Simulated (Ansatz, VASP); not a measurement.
## Two plane-wave programs on AlN

INCAR

```
SYSTEM = AlN
PREC = Accurate
ENCUT = 520
EDIFF = 1E-6
ISMEAR = 0
SIGMA = 0.1
LREAL = .FALSE.
LASPH = .TRUE.
NELM = 100
ALGO = Normal
ISIF = 2
LWAVE = .FALSE.
LCHARG = .FALSE.
GGA = PE
NBANDS = 16
```

Contents of KPOINTS:

```
Automatic mesh
0
G
  9 9 4
  0 0 0
```

Contents of POSCAR:

```
AlN
1.0
    2.9190789584      0.0000000000      0.0000000000
   -1.4595394793      2.5279965336      0.0000000000
    0.0000000000      0.0000000000      7.7654285852
Al N
2 2
Direct
    0.3333333333      0.6666666667      0.2500000000
    0.6666666667      0.3333333333      0.7500000000
    0.3333333333      0.6666666667      0.7500000000
    0.6666666667      0.3333333333      0.2500000000
```

Input for Ansatz:

```yaml
crystal:
  lattice:
    - [2.9190789584, 0.0, 0.0]
    - [-1.4595394793, 2.5279965336, 0.0]
    - [0.0, 0.0, 7.7654285852]
  atoms:
    - { symbol: Al, position: [0.3333333333, 0.6666666667, 0.25] }
    - { symbol: Al, position: [0.6666666667, 0.3333333333, 0.75] }
    - { symbol: "N", position: [0.3333333333, 0.6666666667, 0.75] }
    - { symbol: "N", position: [0.6666666667, 0.3333333333, 0.25] }
basis:
  ecutwfc: 420
kpoints:
  mp_grid: { grid: [9, 9, 4] }
hamiltonian:
  xc: pbe
scf:
  occupations: { method: gaussian, width: 0.1 }
output:
  forces: true
  stress: true
  eigenvalues: true
```

Alike in both runs: task single point; functional PBE; k mesh 9 × 9 × 4; occupations gaussian, width 0.1 eV; no spin polarisation.

```csv
,VASP,Ansatz
version,VASP 6.6.1,Ansatz 0.2.0
potentials or method,"VASP PAW PBE potentials, release 64 (Al, N), cutoff 520 eV","scalar-relativistic, plane waves, PAW"
valence electrons in the cell,16,16
```

VASP gave:

- gap on the k mesh at the Fermi level (eV): 2.60
- least direct gap on the mesh (eV): 2.99
- pressure (GPa): 34.1
- traceless stress, the component that is largest in VASP (GPa): -35.70

**Question.** What did Ansatz give for the same quantities?

**Answer.** gap on the k mesh at the Fermi level (eV): 2.60; least direct gap on the mesh (eV): 3.00; pressure (GPa): 33.8; traceless stress, the component that is largest in VASP (GPa): -35.35.

Both programs put the cell under a high pressure, so it lies far from rest at this level. With one functional, cell and mesh, what is left measures potentials, basis and numerics.
